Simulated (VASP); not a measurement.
# KTaO3 (Pm-3m) in VASP: further runs, part 3 of 3

VASP 6.6.1. The steps go on from the part before.

**5. Single point, PBEsol**

This run uses another cell than the first one, of 12.66 Å³/atom, 0.996 times its volume.

INCAR

```
ALGO     = Normal         # electronic algorithm
EDIFF    = 1E-6           # SCF threshold, eV
ENCUT    = 520            # plane-wave cutoff, eV
GGA      = PS             # functional
ISIF     = 2              # what is computed and relaxed
ISMEAR   = -1             # smearing method
LASPH    = True           # aspherical terms in the spheres
LCHARG   = False          # write CHGCAR
LREAL    = False          # projectors in reciprocal space
LWAVE    = False          # write WAVECAR
NBANDS   = 27             # bands
NELM     = 60             # most SCF steps
PREC     = Accurate       # precision mode
SIGMA    = 0.02           # smearing width, eV
```

KPOINTS

```
k-points
0
Gamma
  6 6 6
```

POSCAR

```
KTaO3
1.0
    3.9853061228      0.0000000000      0.0000000000
    0.0000000000      3.9853061228      0.0000000000
    0.0000000000      0.0000000000      3.9853061228
K Ta O
1 1 3
Direct
    0.5000000000      0.5000000000      0.5000000000
    0.0000000000      0.0000000000      0.0000000000
    0.5000000000      0.0000000000      0.0000000000
    0.0000000000      0.5000000000      0.0000000000
    0.0000000000      0.0000000000      0.5000000000
```

Potentials or basis: VASP PAW PBE potentials, release 64 (K_sv, Ta_pv, O).

On the command line:

```bash
$ cat potpaw_PBE.64/K_sv/POTCAR potpaw_PBE.64/Ta_pv/POTCAR potpaw_PBE.64/O/POTCAR > POTCAR
$ mpirun -np 1 vasp_std > vasp.out
```

OUTCAR:

```text
EDIFF = 1E-6
   ENCUT = 520
   GGA = PS
   ISIF = 2
   ISMEAR = -1
   LASPH = True
   LREAL = False
   NELM = 60
   PREC = Accurate

 ion  position               nearest neighbor table
   1  0.500  0.500  0.500-   3 2.82   4 2.82   5 2.82   3 2.82   4 2.82   3 2.82   5 2.82   3 2.82
                             4 2.82   5 2.82   4 2.82   5 2.82   2 3.45   2 3.45   2 3.45   2 3.45
   2  0.000  0.000  0.000-   3 1.99   4 1.99   5 1.99   5 1.99   4 1.99   3 1.99   1 3.45   1 3.45
                             1 3.45   1 3.45   1 3.45   1 3.45   1 3.45   1 3.45
   3  0.500  0.000  0.000-   2 1.99   2 1.99   1 2.82   1 2.82   1 2.82   1 2.82
   4  0.000  0.500  0.000-   2 1.99   2 1.99   1 2.82   1 2.82   1 2.82   1 2.82
   5  0.000  0.000  0.500-   2 1.99   2 1.99   1 2.82   1 2.82   1 2.82   1 2.82

  LATTYP: Found a simple cubic cell.
 ALAT       =     3.9853061228

  Lattice vectors:

 A1 = (   3.9853061228,   0.0000000000,   0.0000000000)
 A2 = (   0.0000000000,   3.9853061228,   0.0000000000)
 A3 = (   0.0000000000,   0.0000000000,   3.9853061228)

Analysis of symmetry for initial positions (statically):
=====================================================================
 Subroutine PRICEL returns:
 Original cell was already a primitive cell.

 Routine SETGRP: Setting up the symmetry group for a
 simple cubic supercell.

 Subroutine GETGRP returns: Found 48 space group operations
 (whereof 48 operations were pure point group operations)
 out of a pool of 48 trial point group operations.

The static configuration has the point symmetry O_h .

Analysis of symmetry for dynamics (positions and initial velocities):
=====================================================================
 Subroutine PRICEL returns:
 Original cell was already a primitive cell.

 Routine SETGRP: Setting up the symmetry group for a
 simple cubic supercell.

 Subroutine GETGRP returns: Found 48 space group operations
[... 122 lines left out ...]
   IMIX   =      4    mixing-type and parameters
     AMIX     =   0.40;   BMIX     =  1.00
     AMIX_MAG =   1.60;   BMIX_MAG =  1.00
  volume/ion in A,a.u.               =      12.66        85.43
  Fermi-wavevector in a.u.,A,eV,Ry     =   1.381045  2.609796 25.950174  1.907284
  Thomas-Fermi vector in A             =   2.505865
   LORBIT       =      0    0 simple, 1 ext, 2 COOP (PROOUT), +10 PAW based schemes
   GGA     = PS    functional components
   LHFCALC =     F    Hartree Fock is set to
   AEXX    =    0.0000 exact exchange contribution
   IVDW    =     0    specifies the selected vdW correction
   LEPSILON=     F    determine dielectric tensor
   LRPA    =     F    only Hartree local field effects (RPA)
 non-spin polarized calculation
  energy-cutoff  :      520.00
  volume of cell :       63.30
 maximum number of plane-waves:      1743
 NGX is ok and might be reduce to    30
   NGX = 15   NGY = 15   NGZ = 15

 number of electron      37.9999976 magnetization

 Free energy of the ion-electron system (eV)
  ---------------------------------------------------
  ext. energy  EPLUGINS =         0.00000000
  ---------------------------------------------------
  free energy    TOTEN  =       -42.91944647 eV

  energy without entropy =      -42.91944647  energy(sigma->0) =      -42.91944647

 E-fermi :   2.1015     XC(G=0): -11.1513

 val. band max:        1.6788136914   @ k =   0.5000   0.5000   0.5000
 cond. band min:       3.7670993030   @ k =   0.0000   0.0000   0.0000
 fundamental gap:      2.0882856116
 Fermi energy:         2.1015085292

 k-point     1 :       0.0000    0.0000    0.0000
  band No.  band energies     occupation
      1     -32.3768      2.00000
      2     -32.3768      2.00000
      3     -32.3768      2.00000
      4     -25.4381      2.00000
      5     -15.8147      2.00000
      6     -15.0870      2.00000
[... 589 lines left out ...]
     26      12.3459      0.00000
     27      13.8786      0.00000

------------------------ aborting loop because EDIFF is reached ----------------------------------------

  FORCE on cell =-STRESS in cart. coord.  units (eV):
  Direction    XX          YY          ZZ          XY          YZ          ZX
  --------------------------------------------------------------------------------------
  -------------------------------------------------------------------------------------
  Total        0.2946990      0.2946990      0.2946990      0.0000000      0.0000000     -0.0000000
  in kB        7.4594058      7.4594058      7.4594058      0.0000000      0.0000000     -0.0000000
  external PRESSURE =       7.4594058 kB  Pullay stress =       0.0000000 kB

 VOLUME and BASIS-vectors are now :
 -----------------------------------------------------------------------------
  energy-cutoff  :      520.00
  volume of cell :       63.30
      direct lattice vectors                 reciprocal lattice vectors
     3.985306123  0.000000000  0.000000000     0.250921753  0.000000000  0.000000000
     0.000000000  3.985306123  0.000000000     0.000000000  0.250921753  0.000000000
     0.000000000  0.000000000  3.985306123     0.000000000  0.000000000  0.250921753

 POSITION                                       TOTAL-FORCE (eV/Angst)
 -----------------------------------------------------------------------------------
      1.99265      1.99265      1.99265         0.000000      0.000000      0.000000
      0.00000      0.00000      0.00000         0.000000      0.000000      0.000000
      1.99265      0.00000      0.00000         0.000000      0.000000      0.000000
      0.00000      1.99265      0.00000         0.000000      0.000000      0.000000
      0.00000      0.00000      1.99265         0.000000      0.000000      0.000000
 -----------------------------------------------------------------------------------
    total drift:                                0.000000     -0.000000      0.000000

  FREE ENERGIE OF THE ION-ELECTRON SYSTEM (eV)
  ---------------------------------------------------
  free  energy   TOTEN  =       -42.9194464708 eV

  energy  without entropy=      -42.9194464708  energy(sigma->0) =      -42.91944647
```

Wall time 20 s (1 thread of Intel Xeon 6975P-C (Granite Rapids), shared host); peak memory 0.18 GiB.

Results:

* Free energy: -42.9194 eV
* Pressure: 0.7 GPa
* Band gap on the k mesh: 2.09 eV, indirect (least direct gap 2.71 eV)

Caveat: the PAW data sets were made with another functional, which shifts forces and pressure a little; spin-orbit coupling is left out, which moves the levels of the heavy elements. A k mesh can miss the band edges.

**6. The runs side by side**

```csv
level,potentials or basis,cell,k mesh,smearing,grid for exact exchange (PRECFOCK),gap on the mesh (eV),pressure (GPa)
PBE0,"VASP PAW PBE potentials, release 64 (K_sv, Ta_pv, O)","a = 3.990 Å, 5 atoms",4 × 4 × 4,gaussian 0.01 eV,Fast,4.25,-0.4
LDA,"VASP PAW LDA potentials, release 64 (K_sv, Ta_pv, O)","a = 3.952 Å, 5 atoms",6 × 6 × 6,fermi-dirac 0.02 eV,-,2.07,1.3
LDA,"VASP PAW LDA potentials, release 64 (K_sv, Ta_pv, O)","a = 3.990 Å, 5 atoms",6 × 6 × 6,gaussian 0.01 eV,-,2.02,-4.7
PBEsol,"VASP PAW PBE potentials, release 64 (K_sv, Ta_pv, O)","a = 3.985 Å, 5 atoms",6 × 6 × 6,fermi-dirac 0.02 eV,-,2.09,0.7
```

Alike in all rows: task single point; no spin polarisation; cutoff (eV) 520.

Caveats: spin-orbit coupling is left out, which moves the levels of the heavy elements; the PAW data sets were made with another functional, which shifts forces and pressure a little (some runs).

Absolute energies hang on the potentials; compare differences alone.
